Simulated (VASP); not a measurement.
## Ho3N: single point with PBE

The system is Ho3N.

```
Ho N
1.0
     3.76018    0.00000    0.00000
     0.00000    3.76018    0.00000
     0.00000    0.00000    8.99140
Ho N
3 1
Direct
  0.50000 0.50000 0.50000
  0.00000 0.00000 0.78143
  0.00000 0.00000 0.21857
  0.00000 0.00000 0.00000
```

The cell was built from a structure type or drawn by symmetry, and may not be a known phase.

```json
{
 "Program": "VASP 6.6.1",
 "Task": "single point",
 "Functional": "PBE",
 "Potentials or basis": "VASP PAW PBE potentials, release 64 (Ho_3, N), 4f in core",
 "Cutoff": "600 eV",
 "k mesh": "5 × 5 × 3",
 "Occupations": "gaussian, width 0.2 eV",
 "Spin": "no spin polarisation"
}
```

| Item | Value |
| --- | --- |
| Pressure | 1.1 GPa |
| Largest force | 0.473 eV/Å |
| Band gap on the k mesh | zero (bands 16 and 17 overlap by 0.41 eV) |

Forces on the atoms (eV/Å):
```
Ho   0.000  0.000  0.000
Ho   0.000  0.000 -0.473
Ho   0.000  0.000  0.473
N    0.000  0.000  0.000
```

Stress tensor (GPa, compression positive):
```
0.10 0.00 0.00
0.00 0.10 0.00
0.00 0.00 2.98
```

Levels at points of the mesh, in eV from the Fermi level:
```tsv
k point	band 13	band 14	band 15	band 16	band 17	band 18	band 19	band 20
(0.00, 0.00, 0.00)	-1.46	-1.35	-0.74	-0.74	-0.36	0.98	1.81	2.25
```

It took 51 s on 1 thread of Intel(R) Xeon(R) Platinum 8259CL CPU @ 2.50GHz (Skylake/Cascade Lake), on a shared host, peak memory 0.25 GiB.

Caveat: spin-orbit coupling is left out, which moves the levels of the heavy elements; the 4f electrons are frozen in the core, so they carry no moment and show no levels; the run has no spin polarisation, though such a crystal can be magnetic. With open d or f shells a metallic result of PBE can be an artefact of self-interaction; +U or a hybrid may open a gap.
